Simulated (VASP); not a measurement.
# TaN (rocksalt type): single point with PBE

The system is TaN (rocksalt type).

```
Ta N
1.0
     0.00000    1.88234    1.88234
     1.88234    0.00000    1.88234
     1.88234    1.88234    0.00000
Ta N
1 1
Direct
  0.00000 0.00000 0.00000
  0.50000 0.50000 0.50000
```

```
Program             : VASP 6.6.1
Task                : single point
Functional          : PBE
Potentials or basis : VASP PAW PBE potentials, release 64 (Ta_pv, N)
Cutoff              : 520 eV
k mesh              : 18 × 18 × 18
Occupations         : fermi-dirac, width 0.1 eV
Spin                : no spin polarisation
```

```json
{
 "Pressure": "457.4 GPa",
 "Band gap on the k mesh": "zero (band 8 reaches 19.34 eV, above the bottom of band 9 at 11.70 eV)"
}
```

Levels at points of the mesh, in eV from the Fermi level:
| k point | band 4 | band 5 | band 6 | band 7 | band 8 | band 9 | band 10 | band 11 | band 12 | band 13 |
| --- | --- | --- | --- | --- | --- | --- | --- | --- | --- | --- |
| (0.00, 0.00, 0.00) | -22.48 | -5.03 | -5.03 | -5.03 | -3.85 | -3.85 | -3.85 | 0.18 | 0.18 | 6.84 |
| (0.50, 0.00, 0.00) | -15.30 | -14.56 | -11.62 | -11.62 | 3.79 | 3.79 | 3.98 | 5.86 | 13.50 | 14.10 |
| (0.50, 0.50, 0.00) | -22.04 | -9.57 | -5.93 | -5.00 | -5.00 | 4.12 | 7.07 | 7.07 | 11.54 | 13.09 |

Run time: 14 s on 1 thread of Intel(R) Xeon(R) 6975P-C (Granite Rapids), with other jobs on the host, peak memory 0.16 GiB.

Caveat: spin-orbit coupling is left out, which moves the levels of the heavy elements.
